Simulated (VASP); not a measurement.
# MoPt (Pmma) in VASP: single point with LDA

Aim: the single point of MoPt with LDA.

Everything below comes from runs of VASP 6.6.1. Logs are shortened: lines on timing, memory, paths and dates and some standing lists are left out, and cuts for length are marked.

### 1 The cell of the first run

The structure is orthorhombic, space group Pmma (No. 51). Conventional cell: a = 4.477 Å, b = 2.734 Å, c = 4.958 Å, α = 90.00°, β = 90.00°, γ = 90.00°. Within 3.6 Å of Mo (site symmetry mm2) lie 4 Mo at 2.73 to 2.75 Å and 8 Pt at 2.76 to 2.84 Å. Pt (site symmetry mm2) has 4 Pt at 2.73 to 2.76 Å and 8 Mo at 2.76 to 2.84 Å within 3.6 Å.

### 2 Single point, LDA

Input file INCAR:

```
SYSTEM = MoPt
  PREC = Accurate
  ENCUT = 500
  EDIFF = 1E-6
  ISMEAR = 1
  SIGMA = 0.1
  LREAL = .FALSE.
  LASPH = .TRUE.
  NELM = 120
  ALGO = Normal
  ISIF = 2
  LWAVE = .FALSE.
  LCHARG = .FALSE.
  NBANDS = 32
  GGA_COMPAT = .FALSE.
```

Input file KPOINTS:

```
Automatic mesh
0
G
  4 6 4
  0 0 0
```

Input file POSCAR:

```
MoPt
1.0
    4.4766150000      0.0000000000      0.0000000000
    0.0000000000      2.7337350000      0.0000000000
    0.0000000000      0.0000000000      4.9584030000
Mo Pt
2 2
Direct
    0.2500000000      0.0000000000      0.1617500000
    0.7500000000      0.0000000000      0.8382500000
    0.2500000000      0.5000000000      0.6627290000
    0.7500000000      0.5000000000      0.3372710000
```

Potentials or basis: VASP PAW LDA potentials, release 64 (Mo_sv, Pt).

The run is started by

```
$ cat potpaw_LDA.64/Mo_sv/POTCAR potpaw_LDA.64/Pt/POTCAR > POTCAR
$ mpirun -np 1 vasp_std > vasp.out
```

OUTCAR:

```text
SYSTEM = MoPt
   PREC = Accurate
   ENCUT = 500
   EDIFF = 1E-6
   ISMEAR = 1
   LREAL = .FALSE.
   LASPH = .TRUE.
   NELM = 120
   ISIF = 2

 ion  position               nearest neighbor table
   1  0.250  0.000  0.162-   2 2.75   2 2.75   4 2.76   4 2.76   4 2.76   4 2.76   3 2.83   3 2.83
                             3 2.84   3 2.84
   2  0.750  0.000  0.838-   1 2.75   1 2.75   3 2.76   3 2.76   3 2.76   3 2.76   4 2.83   4 2.83
                             4 2.84   4 2.84
   3  0.250  0.500  0.663-   4 2.76   4 2.76   2 2.76   2 2.76   2 2.76   2 2.76   1 2.83   1 2.83
                             1 2.84   1 2.84
   4  0.750  0.500  0.337-   3 2.76   3 2.76   1 2.76   1 2.76   1 2.76   1 2.76   2 2.83   2 2.83
                             2 2.84   2 2.84

  LATTYP: Found a simple orthorhombic cell.
 ALAT       =     2.7337350000
 B/A-ratio  =     1.6375453363
 C/A-ratio  =     1.8137833404

  Lattice vectors:

 A1 = (   0.0000000000,  -2.7337350000,   0.0000000000)
 A2 = (   4.4766150000,   0.0000000000,   0.0000000000)
 A3 = (   0.0000000000,   0.0000000000,   4.9584030000)

Analysis of symmetry for initial positions (statically):
=====================================================================
 Subroutine PRICEL returns:
 Original cell was already a primitive cell.

 Routine SETGRP: Setting up the symmetry group for a
 simple orthorhombic supercell.

 Subroutine GETGRP returns: Found  8 space group operations
 (whereof  4 operations were pure point group operations)
 out of a pool of  8 trial point group operations.

The static configuration has the point symmetry C_2h.
 The point group associated with its full space group is D_2h.

Analysis of symmetry for dynamics (positions and initial velocities):
=====================================================================
 Subroutine PRICEL returns:
 Original cell was already a primitive cell.

 Routine SETGRP: Setting up the symmetry group for a
 simple orthorhombic supercell.

 Subroutine GETGRP returns: Found  8 space group operations
 (whereof  4 operations were pure point group operations)
 out of a pool of  8 trial point group operations.

The dynamic configuration has the point symmetry C_2h.
 The point group associated with its full space group is D_2h.

 Subroutine INISYM returns: Found  8 space group operations
 (whereof  4 operations are pure point group operations),
 and found     1 'primitive' translations

----------------------------------------------------------------------------------------

                                     Primitive cell

  volume of cell :      60.6803

  direct lattice vectors                    reciprocal lattice vectors
     4.476615000  0.000000000  0.000000000     0.223383070  0.000000000  0.000000000
     0.000000000  2.733735000  0.000000000     0.000000000  0.365799904  0.000000000
     0.000000000  0.000000000  4.958403000     0.000000000  0.000000000  0.201677839

  length of vectors
     4.476615000  2.733735000  4.958403000     0.223383070  0.365799904  0.201677839

  position of ions in fractional coordinates (direct lattice)
     0.250000000  0.000000000  0.161750000
     0.750000000  0.000000000  0.838250000
     0.250000000  0.500000000  0.662729000
     0.750000000  0.500000000  0.337271000

  ion indices of the primitive-cell ions
   primitive index   ion index
                 1           1
                 2           2
                 3           3
                 4           4

----------------------------------------------------------------------------------------

 KPOINTS: Automatic mesh

Automatic generation of k-mesh.
 Grid dimensions read from file:
 generate k-points for:    4    6    4

 Generating k-lattice:

  Cartesian coordinates                     Fractional coordinates (reciprocal lattice)
     0.055845767  0.000000000  0.000000000     0.250000000  0.000000000  0.000000000
     0.000000000  0.060966651  0.000000000     0.000000000  0.166666667  0.000000000
     0.000000000  0.000000000  0.050419460     0.000000000  0.000000000  0.250000000

  Length of vectors
     0.055845767  0.060966651  0.050419460

  Shift w.r.t. Gamma in fractional coordinates (k-lattice)
     0.000000000  0.000000000  0.000000000

 Subroutine IBZKPT returns following result:
 ===========================================

 Found     36 irreducible k-points:

 Following reciprocal coordinates:
            Coordinates               Weight
  0.000000  0.000000  0.000000      1.000000
  0.250000  0.000000  0.000000      2.000000
  0.500000  0.000000  0.000000      1.000000
  0.000000  0.166667  0.000000      2.000000
  0.250000  0.166667  0.000000      4.000000
  0.500000  0.166667  0.000000      2.000000
[... 16 lines left out ...]
  0.250000  0.500000  0.250000      4.000000
  0.500000  0.500000  0.250000      2.000000
 [... further k-points ...]
   k-points           NKPTS =     36   k-points in BZ     NKDIM =     36   number of bands    NBANDS=     32
   number of dos      NEDOS =    301   number of ions     NIONS =      4
   total plane-waves  NPLWV =  25920
   dimension x,y,z NGX =    36 NGY =   20 NGZ =   36
   dimension x,y,z NGXF=    72 NGYF=   40 NGZF=   72
   ions per type =               2   2
   NGX,Y,Z   is equivalent  to a cutoff of  13.37, 12.16, 12.07 a.u.
   NGXF,Y,Z  is equivalent  to a cutoff of  26.74, 24.33, 24.14 a.u.
 SYSTEM =  MoPt
   PREC   = accura    normal or accurate (medium, high low for compatibility)
   ISTART =      0    job   : 0-new  1-cont  2-samecut
   ICHARG =      2    charge: 1-file 2-atom 10-const
   ISPIN  =      1    spin polarized calculation?
   LNONCOLLINEAR =      F non collinear calculations
   LSORBIT =      F    spin-orbit coupling
   LASPH  =      T    aspherical Exc in radial PAW
   ENCUT  =  500.0 eV  36.75 Ry    6.06 a.u.   8.16  4.98  9.04*2*pi/ulx,y,z
   NELM   =    120;   NELMIN=  2; NELMDL= -5     # of ELM steps
   EDIFF  = 0.1E-05   stopping-criterion for ELM
   LREAL  =      F    real-space projection
   EDIFFG = 0.1E-04   stopping-criterion for IOM
   NSW    =      0    number of steps for IOM
   IBRION =     -1    ionic relax: 0-MD 1-quasi-New 2-CG
   NFREE  =      0    steps in history (QN), initial steepest desc. (CG)
   ISIF   =      2    stress and relaxation
   ISYM   =      2    0-nonsym 1-usesym 2-fastsym
   POTIM  = 0.5000    time-step for ionic-motion
   TEBEG  =    0.0;   TEEND  =   0.0 temperature during run
   PSTRESS=    0.0 pullay stress
   NELECT =      48.0000    total number of electrons
   NUPDOWN=      -1.0000    fix difference up-down
   EMIN   =  10.00;   EMAX   =-10.00  energy-range for DOS
   EFERMI =   0.00;   METHOD = LEGACY
   ISMEAR =     1;   SIGMA  =   0.10  broadening in eV -4-tet -1-fermi 0-gaus
   EFERMI_NEDOS =   21; number of points for ismear=-14 and -15
   IALGO  =     38    algorithm
   IMIX   =      4    mixing-type and parameters
     AMIX     =   0.40;   BMIX     =  1.00
     AMIX_MAG =   1.60;   BMIX_MAG =  1.00
  volume/ion in A,a.u.               =      15.17       102.37
  Fermi-wavevector in a.u.,A,eV,Ry     =   1.514047  2.861133 31.189141  2.292337
  Thomas-Fermi vector in A             =   2.623756
   LORBIT       =      0    0 simple, 1 ext, 2 COOP (PROOUT), +10 PAW based schemes
   GGA     = CA    functional components
   LHFCALC =     F    Hartree Fock is set to
   AEXX    =    0.0000 exact exchange contribution
   IVDW    =     0    specifies the selected vdW correction
   LEPSILON=     F    determine dielectric tensor
   LRPA    =     F    only Hartree local field effects (RPA)
 non-spin polarized calculation
 Methfessel and Paxton  Order N= 1 SIGMA  =   0.10
  energy-cutoff  :      500.00
  volume of cell :       60.68
 maximum number of plane-waves:      1572
 NGX is ok and might be reduce to    36
   NGX = 17   NGY =  9   NGZ = 19

 number of electron      47.9999998 magnetization

 Free energy of the ion-electron system (eV)
  ---------------------------------------------------
  ext. energy  EPLUGINS =         0.00000000
  ---------------------------------------------------
  free energy    TOTEN  =       -40.73560594 eV

  energy without entropy =      -40.72984335  energy(sigma->0) =      -40.73368508

 E-fermi :  12.3519     XC(G=0): -13.7186

 val. band max:       12.3366432958   @ k =   0.2500   0.5000   0.2500
 cond. band min:      12.3653947939   @ k =   0.2500   0.3333   0.2500
 fundamental gap:      0.0287514981
 Fermi energy:        12.3519042194

 k-point     1 :       0.0000    0.0000    0.0000
  band No.  band energies     occupation
      1     -48.6135      2.00000
      2     -48.5075      2.00000
      3     -23.0950      2.00000
      4     -22.9751      2.00000
      5     -22.7310      2.00000
      6     -22.5346      2.00000
[... 24 lines left out ...]
     31      16.2379      0.00000
     32      17.2078      0.00000

 k-point     2 :       0.2500    0.0000    0.0000
  band No.  band energies     occupation
      1     -48.5977      2.00000
      2     -48.5228      2.00000
      3     -23.1007      2.00000
      4     -23.0056      2.00000
      5     -22.6821      2.00000
      6     -22.5545      2.00000
[... 24 lines left out ...]
     31      15.3283      0.00000
     32      16.6234      0.00000

 k-point     3 :       0.5000    0.0000    0.0000
  band No.  band energies     occupation
      1     -48.5600      2.00000
      2     -48.5600      2.00000
      3     -23.0698      2.00000
      4     -23.0698      2.00000
      5     -22.6052      2.00000
      6     -22.6052      2.00000
[... 24 lines left out ...]
     31      15.1387      0.00000
     32      15.1387      0.00000

 k-point     4 :       0.0000    0.1667    0.0000
  band No.  band energies     occupation
      1     -48.5848      2.00000
      2     -48.4799      2.00000
      3     -23.0667      2.00000
      4     -22.9475      2.00000
      5     -22.7067      2.00000
      6     -22.6466      2.00000
[... 654 lines left out ...]
     31      18.1768      0.00000
     32      19.3960      0.00000

 k-point    23 :       0.2500    0.5000    0.2500
  band No.  band energies     occupation
      1     -48.4832      2.00000
      2     -48.4112      2.00000
      3     -23.3370      2.00000
      4     -23.2509      2.00000
      5     -22.9782      2.00000
      6     -22.8940      2.00000
[... 24 lines left out ...]
     31      17.9875      0.00000
     32      18.3264      0.00000

 k-point    24 :       0.5000    0.5000    0.2500
  band No.  band energies     occupation
      1     -48.4474      2.00000
      2     -48.4474      2.00000
      3     -23.2916      2.00000
      4     -23.2916      2.00000
      5     -22.9532      2.00000
      6     -22.9532      2.00000
[... 24 lines left out ...]
     31      17.2369      0.00000
     32      17.2369      0.00000

 [... further k-points ...]
[... 5 lines left out ...]
  --------------------------------------------------------------------------------------
  -------------------------------------------------------------------------------------
  Total       -3.5901763     -4.6376690     -3.2773050      0.0000000      0.0000000     -0.0000000
  in kB      -94.7934605   -122.4510041    -86.5325415      0.0000000      0.0000000     -0.0000000
  external PRESSURE =    -101.2590020 kB  Pullay stress =       0.0000000 kB

 VOLUME and BASIS-vectors are now :
 -----------------------------------------------------------------------------
  energy-cutoff  :      500.00
  volume of cell :       60.68
      direct lattice vectors                 reciprocal lattice vectors
     4.476615000  0.000000000  0.000000000     0.223383070  0.000000000  0.000000000
     0.000000000  2.733735000  0.000000000     0.000000000  0.365799904  0.000000000
     0.000000000  0.000000000  4.958403000     0.000000000  0.000000000  0.201677839

 POSITION                                       TOTAL-FORCE (eV/Angst)
 -----------------------------------------------------------------------------------
      1.11915      0.00000      0.80202         0.000000      0.000000      0.091800
      3.35746      0.00000      4.15638         0.000000      0.000000     -0.091800
      1.11915      1.36687      3.28608        -0.000000     -0.000000      0.079956
      3.35746      1.36687      1.67233         0.000000      0.000000     -0.079956
 -----------------------------------------------------------------------------------
    total drift:                                0.000000     -0.000000      0.000000

  FREE ENERGIE OF THE ION-ELECTRON SYSTEM (eV)
  ---------------------------------------------------
  free  energy   TOTEN  =       -40.7356059389 eV

  energy  without entropy=      -40.7298433477  energy(sigma->0) =      -40.73368508
```

Run time: 35 s. Hardware: 1 thread of Intel Xeon Platinum 8259CL at 2.50GHz (Skylake/Cascade Lake), shared host; peak memory 0.18 GiB.

What came out:

```
Free energy            : -40.7356 eV
Pressure               : -10.1 GPa
Largest force          : 0.092 eV/Å
Band gap on the k mesh : zero (bands 24 and 25 overlap by 2.08 eV)
```

Forces on the atoms (eV/Å):
```
Mo   0.000  0.000  0.092
Mo   0.000  0.000 -0.092
Pt   0.000  0.000  0.080
Pt   0.000  0.000 -0.080
```

Stress tensor (GPa, compression positive):
```
 -9.48   0.00   0.00
  0.00 -12.25   0.00
  0.00   0.00  -8.65
```

Caveat: the k points lie up to 0.38 Å⁻¹ apart, too coarse for converged energies and pressures of a metal; spin-orbit coupling is left out, which moves the levels of the heavy elements.
